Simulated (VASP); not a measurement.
# Si16B (a cell with a defect) in VASP: notebook

Runs on Si16B (a cell with a defect). Level: PBE. Tasks: single point.

Program: VASP 6.6.1. These are calculated values, not measurements. Logs are shortened: lines on timing, memory, paths and dates and some standing lists are left out, and cuts for length are marked.

**1. The cell of the first run**

The cell holds a defect, 17 atoms: a = 7.679 Å, b = 7.679 Å, c = 7.679 Å, α = 60.00°, β = 60.00°, γ = 60.00°.

**2. Single point, PBE, collinear spin**

INCAR

```
PREC = Accurate
ENCUT = 520
EDIFF = 1E-6
ISMEAR = -1
SIGMA = 0.05
LREAL = Auto
LASPH = True
NELM = 150
ALGO = Normal
ISIF = 2
LWAVE = False
LCHARG = False
ISPIN = 2
MAGMOM = 0 0 0 0 0 0 0 0 0 0 0 0 0 0 0 0 1
LORBIT = 11
GGA = PE
NBANDS = 52
```

KPOINTS

```
Automatic mesh
0
Gamma
  2 2 2
```

POSCAR

```
Si16B
1.0
    0.0000000000      5.4300000000      5.4300000000
    5.4300000000      0.0000000000      5.4300000000
    5.4300000000      5.4300000000      0.0000000000
Si B
16 1
Direct
    0.0283517495      0.0103038674     -0.0594567219
    0.0421639042      0.1605985267      0.1454604052
    0.0071086556     -0.0211786372      0.5425598527
    0.1920902394      0.1637476980      0.5514088398
   -0.0563535912      0.5454511971      0.0091528545
    0.1673756906      0.6406537753      0.0280755064
    0.0202578269      0.5366666667      0.4446408840
    0.1018692449      0.6165101289      0.6598434622
    0.4062246777     -0.0107918969      0.0719705341
    0.6765745856      0.0588766114      0.0868692449
    0.5610681400      0.0232780847      0.4566482505
    0.6403683241      0.1369060773      0.7166482505
    0.5417403315      0.4655156538     -0.0398066298
    0.5726887661      0.6247329650      0.1136648250
    0.5184346225      0.4915469613      0.5087476980
    0.6419337017      0.6520994475      0.5754880295
    0.7282596685      0.1855893186      0.4025138122
```

Potentials or basis: VASP PAW PBE potentials, release 64 (Si, B).

Command:

```
cat potpaw_PBE.64/Si/POTCAR potpaw_PBE.64/B/POTCAR > POTCAR
mpirun -np 1 vasp_std > vasp.out
```

OUTCAR:

```text
PREC = Accurate
   ENCUT = 520
   EDIFF = 1E-6
   ISMEAR = -1
   LREAL = Auto
   LASPH = True
   NELM = 150
   ISIF = 2
   ISPIN = 2
   LORBIT = 11
   GGA = PE

 ion  position               nearest neighbor table
   1  0.028  0.010  0.941-  10 2.25   6 2.33   2 2.43   4 2.47
   2  0.042  0.161  0.145-  17 2.21   9 2.31   5 2.42   1 2.43   3 2.57
   3  0.007  0.979  0.543-   8 2.28  17 2.34  12 2.37   4 2.50   2 2.57
   4  0.192  0.164  0.551-  11 2.32   7 2.36   1 2.47   3 2.50
   5  0.944  0.545  0.009-   8 2.22   6 2.26  14 2.37   2 2.42
   6  0.167  0.641  0.028-   5 2.26   1 2.33  13 2.38   7 2.62
   7  0.020  0.537  0.445-   4 2.36  16 2.37   8 2.44   6 2.62
   8  0.102  0.617  0.660-   5 2.22   3 2.28   7 2.44  15 2.61
   9  0.406  0.989  0.072-   2 2.31  14 2.35  12 2.45  10 2.45
  10  0.677  0.059  0.087-   1 2.25  11 2.42   9 2.45  13 2.55  12 2.73
  11  0.561  0.023  0.457-  17 1.98   4 2.32  16 2.35  10 2.42  12 2.93
  12  0.640  0.137  0.717-  17 2.03  15 2.33   3 2.37   9 2.45  10 2.73  11 2.93
  13  0.542  0.466  0.960-  14 2.23   6 2.38  16 2.44  10 2.55
  14  0.573  0.625  0.114-  13 2.23   9 2.35   5 2.37  15 2.55
  15  0.518  0.492  0.509-  16 2.23  12 2.33  17 2.37  14 2.55   8 2.61
  16  0.642  0.652  0.575-  15 2.23  11 2.35   7 2.37  13 2.44
  17  0.728  0.186  0.403-  11 1.98  12 2.03   2 2.21   3 2.34  15 2.37

  LATTYP: Found a face centered cubic cell.
 ALAT       =    10.8600000000

  Lattice vectors:

 A1 = (   0.0000000000,   5.4300000000,   5.4300000000)
 A2 = (   5.4300000000,   0.0000000000,   5.4300000000)
 A3 = (   5.4300000000,   5.4300000000,   0.0000000000)

Analysis of symmetry for initial positions (statically):
=====================================================================
 Subroutine PRICEL returns:
 Original cell was already a primitive cell.

 Routine SETGRP: Setting up the symmetry group for a
 face centered cubic supercell.

 Subroutine GETGRP returns: Found  1 space group operations
 (whereof  1 operations were pure point group operations)
 out of a pool of 48 trial point group operations.

The static configuration has the point symmetry C_1 .

Analysis of symmetry for dynamics (positions and initial velocities):
=====================================================================
 Subroutine PRICEL returns:
 Original cell was already a primitive cell.

 Routine SETGRP: Setting up the symmetry group for a
 face centered cubic supercell.

 Subroutine GETGRP returns: Found  1 space group operations
 (whereof  1 operations were pure point group operations)
 out of a pool of 48 trial point group operations.

The dynamic configuration has the point symmetry C_1 .

[... 171 lines left out ...]
  free energy    TOTEN  =       -86.61076466 eV

  energy without entropy =      -86.58183458  energy(sigma->0) =      -86.59629962

 E-fermi :   6.3955     XC(G=0):  -9.6457

 val. band max:        6.3951089977   @ k =   0.0000   0.0000   0.0000
 cond. band min:       6.4324119315   @ k =   0.0000   0.5000   0.5000
 fundamental gap:      0.0373029339
 Fermi energy:         6.3955247355

 spin component 1

 k-point     1 :       0.0000    0.0000    0.0000
  band No.  band energies     occupation
      1      -6.3119      1.00000
      2      -4.2993      1.00000
      3      -3.7661      1.00000
      4      -3.6620      1.00000
      5      -3.5318      1.00000
      6      -2.6324      1.00000
[... 373 lines left out ...]
     44       9.7363      0.00000
     45       9.9121      0.00000
 Fermi energy:         6.3955247355

 spin component 2

 k-point     1 :       0.0000    0.0000    0.0000
  band No.  band energies     occupation
      1      -6.3119      1.00000
      2      -4.2993      1.00000
      3      -3.7661      1.00000
      4      -3.6620      1.00000
      5      -3.5318      1.00000
      6      -2.6324      1.00000
[... 373 lines left out ...]
     44       9.7363      0.00000
     45       9.9121      0.00000
 [bands above 45 left out]

------------------------ aborting loop because EDIFF is reached ----------------------------------------

  FORCE on cell =-STRESS in cart. coord.  units (eV):
  Direction    XX          YY          ZZ          XY          YZ          ZX
  --------------------------------------------------------------------------------------
  -------------------------------------------------------------------------------------
  Total       -0.3048036      1.8593872      1.9290786      1.5488013      1.5722379      4.0352148
  in kB       -1.5251102      9.3035982      9.6523046      7.7495555      7.8668226     20.1905316
  external PRESSURE =       5.8102642 kB  Pullay stress =       0.0000000 kB

 VOLUME and BASIS-vectors are now :
 -----------------------------------------------------------------------------
  energy-cutoff  :      520.00
  volume of cell :      320.21
      direct lattice vectors                 reciprocal lattice vectors
     0.000000000  5.430000000  5.430000000    -0.092081031  0.092081031  0.092081031
     5.430000000  0.000000000  5.430000000     0.092081031 -0.092081031  0.092081031
     5.430000000  5.430000000  0.000000000     0.092081031  0.092081031 -0.092081031

 POSITION                                       TOTAL-FORCE (eV/Angst)
 -----------------------------------------------------------------------------------
      5.16310      5.26110      0.20990        -0.404200      0.602641      1.454380
      1.66190      1.01880      1.10100         0.760337     -0.798282     -0.812849
      8.26110      2.98470      5.35360         0.318500     -0.468458      1.381698
      3.88330      4.03720      1.93220         0.721579     -0.507402     -1.544807
      3.01150      5.17370      8.08580        -0.228314      0.301410     -1.344974
      3.63120      1.06130      4.38760         1.528226      1.630233     -0.151163
[... 9 lines left out ...]
      6.66580      6.61060      7.02660         0.560148      1.735299      0.708253
      3.19340      6.14010      4.96220        -0.315674      0.799047      0.660775
 -----------------------------------------------------------------------------------
    total drift:                                0.004067      0.000995      0.000875

  FREE ENERGIE OF THE ION-ELECTRON SYSTEM (eV)
  ---------------------------------------------------
  free  energy   TOTEN  =       -86.6107646643 eV

  energy  without entropy=      -86.5818345804  energy(sigma->0) =      -86.59629962

 total charge

# of ion       s       p       d       tot
------------------------------------------
    1        0.758   0.905   0.000   1.664
    2        0.746   0.883   0.000   1.629
    3        0.762   0.864   0.000   1.626
    4        0.751   0.890   0.000   1.641
    5        0.758   0.963   0.000   1.721
    6        0.757   0.905   0.000   1.662
[... 9 lines left out ...]
   16        0.751   0.937   0.000   1.688
   17        0.731   1.038   0.000   1.769
--------------------------------------------------
tot         12.903  15.400   0.000  28.303

 magnetization (x)

# of ion       s       p       d       tot
------------------------------------------
    1       -0.000  -0.000   0.000  -0.000
    2       -0.000   0.000   0.000   0.000
    3        0.000   0.000   0.000   0.000
    4        0.000   0.000   0.000   0.000
    5       -0.000  -0.000   0.000  -0.000
    6        0.000   0.000   0.000   0.000
[... 9 lines left out ...]
   16        0.000  -0.000   0.000  -0.000
   17       -0.000  -0.000   0.000  -0.000
--------------------------------------------------
tot         -0.000  -0.000   0.000  -0.000
```

OSZICAR:

```text
N       E                     dE             d eps       ncg     rms          rms(c)
DAV:   1     0.149700285139E+03    0.14970E+03   -0.25449E+04  1664   0.107E+03
DAV:   2    -0.744884241122E+02   -0.22419E+03   -0.20964E+03  2024   0.160E+02
DAV:   3    -0.883274461663E+02   -0.13839E+02   -0.13507E+02  2160   0.349E+01
DAV:   4    -0.885993881080E+02   -0.27194E+00   -0.27079E+00  2096   0.594E+00
DAV:   5    -0.886055854039E+02   -0.61973E-02   -0.61915E-02  2124   0.867E-01    0.141E+01
DAV:   6    -0.869141944657E+02    0.16914E+01   -0.30896E+00  2140   0.635E+00    0.831E+00
DAV:   7    -0.866369224471E+02    0.27727E+00   -0.17558E+00  1968   0.390E+00    0.322E+00
DAV:   8    -0.866079355244E+02    0.28987E-01   -0.20667E-01  2036   0.148E+00    0.865E-01
DAV:   9    -0.866088621358E+02   -0.92661E-03   -0.19772E-02  2040   0.587E-01    0.496E-01
DAV:  10    -0.866101054921E+02   -0.12434E-02   -0.38465E-03  2076   0.209E-01    0.227E-01
DAV:  11    -0.866105487141E+02   -0.44322E-03   -0.94638E-04  1992   0.108E-01    0.975E-02
DAV:  12    -0.866107199451E+02   -0.17123E-03   -0.30055E-04  1964   0.661E-02    0.434E-02
DAV:  13    -0.866107545892E+02   -0.34644E-04   -0.40575E-05  2000   0.266E-02    0.201E-02
DAV:  14    -0.866107631456E+02   -0.85563E-05   -0.11118E-05  1956   0.122E-02    0.552E-03
DAV:  15    -0.866107644163E+02   -0.12707E-05   -0.22421E-06  1656   0.550E-03    0.256E-03
DAV:  16    -0.866107646643E+02   -0.24799E-06   -0.24650E-07  1084   0.202E-03
   1 F= -.86610765E+02 E0= -.86596300E+02  d E =-.289301E-01  mag=    -0.0000
```

stdout:

```text
POSCAR found type information on POSCAR SiB
 POSCAR found :  2 types and      17 ions
 scaLAPACK will be used
 LDA part: xc-table for (Slater+PW92), standard interpolation
 POSCAR, INCAR and KPOINTS ok, starting setup
 FFT: planning ... GRIDC
 FFT: planning ... GRID_SOFT
 FFT: planning ... GRID
 WAVECAR not read
 entering main loop
```

It took 12 min on 1 thread of AMD EPYC 7R13, shared host; peak memory 0.68 GiB.

What came out:

```yaml
Free_energy: -86.6108 eV
Pressure: 0.6 GPa
Largest_force: 2.711 eV/Å
Net_moment: 0.00 μB per cell
Valence_electrons_inside_the_program's_atomic_spheres: Si 1.66, 1.63, 1.64, 1.72, 1.68, 1.65, 1.67, 1.69 (each value once); B 1.77
```

Forces in eV/Å, atoms in the order of the input:
```
Si  -0.404  0.603  1.454
Si   0.760 -0.798 -0.813
Si   0.319 -0.468  1.382
Si   0.722 -0.507 -1.545
Si  -0.228  0.301 -1.345
Si   1.528  1.630 -0.151
Si  -0.373 -0.142  0.476
Si  -2.412 -0.576  1.095
Si  -0.999  0.261  1.140
Si   1.539 -1.689 -0.222
Si  -0.708 -0.295 -0.124
Si   0.606  0.538 -0.989
Si  -1.572 -0.927 -0.895
Si   1.688  1.610  0.333
Si  -0.710 -2.075 -1.166
Si   0.560  1.735  0.708
B   -0.316  0.799  0.661
```

Stress tensor (GPa, compression positive):
```
-0.15  0.77  2.02
 0.77  0.93  0.79
 2.02  0.79  0.97
```

Levels at points of the mesh, in eV from the Fermi level:
Spin up:
```
           k point  band 30  band 31  band 32  band 33  band 34  band 35  band 36  band 37
(0.00, 0.00, 0.00)    -1.02    -0.94    -0.73    -0.47    -0.33     0.00     0.28     0.36
(0.50, 0.00, 0.00)    -1.57    -1.28    -0.79    -0.71    -0.41     0.48     0.81     0.97
(0.00, 0.50, 0.00)    -1.22    -1.10    -0.95    -0.82     0.19     0.41     0.61     0.86
(0.00, 0.00, 0.50)    -1.36    -1.21    -1.02    -0.58    -0.38     0.27     0.59     0.88
(0.50, 0.50, 0.50)    -1.36    -1.10    -0.57    -0.44     0.09     0.40     0.47     0.74
(0.50, 0.50, 0.00)    -1.64    -1.41    -1.25    -1.17     0.15     0.60     0.95     1.37
(0.00, 0.50, 0.50)    -1.61    -1.36    -1.13    -0.53     0.04     0.58     0.91     1.07
(0.50, 0.00, 0.50)    -1.65    -1.50    -1.19    -0.16     0.26     0.47     1.11     1.17
```
Spin down:
```tsv
k point	band 31	band 32	band 33	band 34	band 35	band 36
(0.00, 0.00, 0.00)	-0.94	-0.73	-0.47	-0.33	0.00	0.28
(0.50, 0.00, 0.00)	-1.28	-0.79	-0.71	-0.41	0.48	0.81
(0.00, 0.50, 0.00)	-1.10	-0.95	-0.82	0.19	0.41	0.61
(0.00, 0.00, 0.50)	-1.21	-1.02	-0.58	-0.38	0.27	0.59
(0.50, 0.50, 0.50)	-1.10	-0.57	-0.44	0.09	0.40	0.47
(0.50, 0.50, 0.00)	-1.41	-1.25	-1.17	0.15	0.60	0.95
(0.00, 0.50, 0.50)	-1.36	-1.13	-0.53	0.04	0.58	0.91
(0.50, 0.00, 0.50)	-1.50	-1.19	-0.16	0.26	0.47	1.11
```

Caveat: the k points lie up to 0.50 Å⁻¹ apart; the atoms stand as in a frame of molecular dynamics.

**3. Single point, PBE, collinear spin**

INCAR

```
SYSTEM = Si16B
PREC = Accurate
ENCUT = 520
EDIFF = 1E-7
ISMEAR = -1
SIGMA = 0.05
LREAL = Auto
LASPH = .True.
NELM = 150
ALGO = Normal
ISIF = 2
LWAVE = .False.
LCHARG = .False.
ISPIN = 2
MAGMOM = 0 0 0 0 0 0 0 0 0 0 0 0 0 0 0 0 1
LORBIT = 11
GGA = PE
NBANDS = 52
```

KPOINTS

```
regular mesh
0
Gamma
  2 2 2
  0 0 0
```

POSCAR

```
Si16B
1.0
    0.0000000000      5.4300000000      5.4300000000
    5.4300000000      0.0000000000      5.4300000000
    5.4300000000      5.4300000000      0.0000000000
Si B
16 1
Direct
    0.0446777164      0.0341068140     -0.0791712707
    0.0136464088      0.1682872928      0.1634622468
    0.0347145488     -0.0129465930      0.5264088398
    0.1756721915      0.1848618785      0.5423941068
   -0.0694659300      0.5309760589      0.0374953959
    0.1734069982      0.6700736648      0.0143462247
   -0.0055524862      0.5463627993      0.4734162063
    0.1374677716      0.5721270718      0.6564364641
    0.3953959484     -0.0081215470      0.1073112339
    0.6693001842      0.0935727440      0.0450092081
    0.5667495396      0.0013535912      0.4623296501
    0.6516206262      0.1380294659      0.6978268877
    0.5441436464      0.4678453039     -0.0455432781
    0.5781491713      0.6242817680      0.1278176796
    0.5332044199      0.4873112339      0.4812523020
    0.6112523020      0.6505156538      0.5964456722
    0.7493830571      0.1709668508      0.3678545120
```

Potentials or basis: VASP PAW PBE potentials, release 64 (Si, B).

Command:

```
cat potpaw_PBE.64/Si/POTCAR potpaw_PBE.64/B/POTCAR > POTCAR
mpirun -np 1 vasp_std > vasp.out
```

Run time: 14 min. Hardware: 1 thread of AMD EPYC 7R13, shared host; peak memory 0.68 GiB.

It converged, with:

- Free energy: -85.3619 eV
- Pressure: 1.2 GPa
- Largest force: 3.174 eV/Å
- Net moment: 0.00 μB per cell
- Valence electrons inside the program's atomic spheres: Si 1.66, 1.73, 1.60, 1.68, 1.62, 1.65, 1.61, 1.63, 1.64, 1.67, 1.70, 1.72 (each value once); B 1.83

Forces on the atoms (eV/Å):
```
Si   0.230 -0.193 -0.038
Si  -2.239  0.261  2.002
Si  -0.691  0.157 -0.991
Si  -0.109  0.780  0.009
Si  -1.127  0.632  2.702
Si   0.696  0.990 -1.986
Si  -1.018 -1.046  0.647
Si   1.175 -0.354  1.026
Si  -1.055 -0.562  0.206
Si   0.982  0.559  0.283
Si   0.613 -1.715  0.820
Si  -0.246  0.451 -0.946
Si   0.721 -0.284 -0.696
Si   0.527 -1.171  0.009
Si   0.266 -0.513 -1.675
Si  -0.640  1.333  1.065
B    1.916  0.675 -2.439
```

Stress tensor (GPa, compression positive):
```
 0.29  0.33  2.11
 0.33  1.24 -0.27
 2.11 -0.27  1.94
```

Levels at points of the mesh, in eV from the Fermi level:
Spin up:
```tsv
k point	band 31	band 32	band 33	band 34	band 35	band 36
(0.00, 0.00, 0.00)	-0.82	-0.58	-0.34	-0.21	0.10	0.33
(0.50, 0.00, 0.00)	-1.11	-0.59	-0.45	-0.27	0.27	0.76
(0.00, 0.50, 0.00)	-0.95	-0.56	-0.24	0.10	0.23	0.61
(0.00, 0.00, 0.50)	-1.09	-0.95	-0.48	-0.29	0.36	0.68
(0.50, 0.50, 0.50)	-1.08	-0.55	-0.37	0.02	0.44	0.53
(0.50, 0.50, 0.00)	-1.24	-1.08	-0.63	0.03	0.27	1.00
(0.00, 0.50, 0.50)	-1.09	-0.97	-0.44	0.21	0.68	0.98
(0.50, 0.00, 0.50)	-1.16	-0.95	-0.31	0.29	0.35	0.82
```
Spin down:
| k point | band 29 | band 30 | band 31 | band 32 | band 33 | band 34 | band 35 | band 36 | band 37 | band 38 |
| --- | --- | --- | --- | --- | --- | --- | --- | --- | --- | --- |
| (0.00, 0.00, 0.00) | -1.23 | -0.91 | -0.82 | -0.58 | -0.34 | -0.21 | 0.10 | 0.33 | 0.38 | 0.63 |
| (0.50, 0.00, 0.00) | -1.80 | -1.46 | -1.11 | -0.59 | -0.45 | -0.27 | 0.27 | 0.76 | 0.99 | 1.07 |
| (0.00, 0.50, 0.00) | -1.91 | -1.12 | -0.95 | -0.56 | -0.24 | 0.10 | 0.23 | 0.61 | 0.64 | 1.04 |
| (0.00, 0.00, 0.50) | -1.74 | -1.33 | -1.09 | -0.95 | -0.48 | -0.29 | 0.36 | 0.68 | 0.88 | 1.16 |
| (0.50, 0.50, 0.50) | -1.74 | -1.14 | -1.08 | -0.55 | -0.37 | 0.02 | 0.44 | 0.53 | 1.03 | 1.11 |
| (0.50, 0.50, 0.00) | -1.79 | -1.61 | -1.24 | -1.08 | -0.63 | 0.03 | 0.27 | 1.00 | 1.07 | 1.49 |
| (0.00, 0.50, 0.50) | -1.83 | -1.61 | -1.09 | -0.97 | -0.44 | 0.21 | 0.68 | 0.98 | 1.24 | 1.30 |
| (0.50, 0.00, 0.50) | -1.71 | -1.54 | -1.16 | -0.95 | -0.31 | 0.29 | 0.35 | 0.82 | 1.05 | 1.30 |

Caveat: the k points lie up to 0.50 Å⁻¹ apart; the atoms stand as in a frame of molecular dynamics.
